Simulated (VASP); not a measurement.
Here is a VASP 6.6.1 calculation.

Contents of INCAR:

```
SYSTEM = Re
ALGO     = Normal         ! electronic algorithm
EDIFF    = 1E-7           ! SCF threshold, eV
ENCUT    = 520            ! plane-wave cutoff, eV
GGA      = RP             ! functional
ISIF     = 2              ! what is computed and relaxed
ISMEAR   = -1             ! smearing method
LASPH    = .True.         ! aspherical terms in the spheres
LCHARG   = .False.        ! write CHGCAR
LREAL    = .False.        ! projectors in reciprocal space
LWAVE    = .False.        ! write WAVECAR
NBANDS   = 14             ! bands
NELM     = 100            ! most SCF steps
PREC     = Accurate       ! precision mode
SIGMA    = 0.1            ! smearing width, eV
```

KPOINTS

```
k-points
0
Gamma
  16 16 8
  0 0 0
```

File POSCAR:

```
Re
1.0
   -1.8215341816      1.4966469121      1.3351554527
    1.4966469121     -1.8215341816      1.3351554527
    3.3734334430      3.3734334430     -1.9301870818
Re
2
Direct
    0.9583635481      0.0416364519      1.0000000000
    0.7916364519      0.2083635481      0.5000000000
```

Potentials or basis: VASP PAW PBE potentials, release 64 (Re).

Run with:

```sh
$ cat potpaw_PBE.64/Re/POTCAR > POTCAR
$ mpirun -np 1 vasp_std > vasp.out
```

Question: Estimate the band gap on the k mesh.

Answer: Zero (bands 7 and 8 overlap by 3.54 eV).

Question: Estimate the pressure.

Answer: 35.3 GPa.

Stress tensor (GPa, compression positive):
```
35.31 -0.18  0.06
-0.18 35.31  0.06
 0.06  0.06 35.15
```

Caveat: the cell stands under pressure; the PAW data sets were made with another functional, which shifts forces and pressure a little; spin-orbit coupling is left out, which moves the levels of the heavy elements.
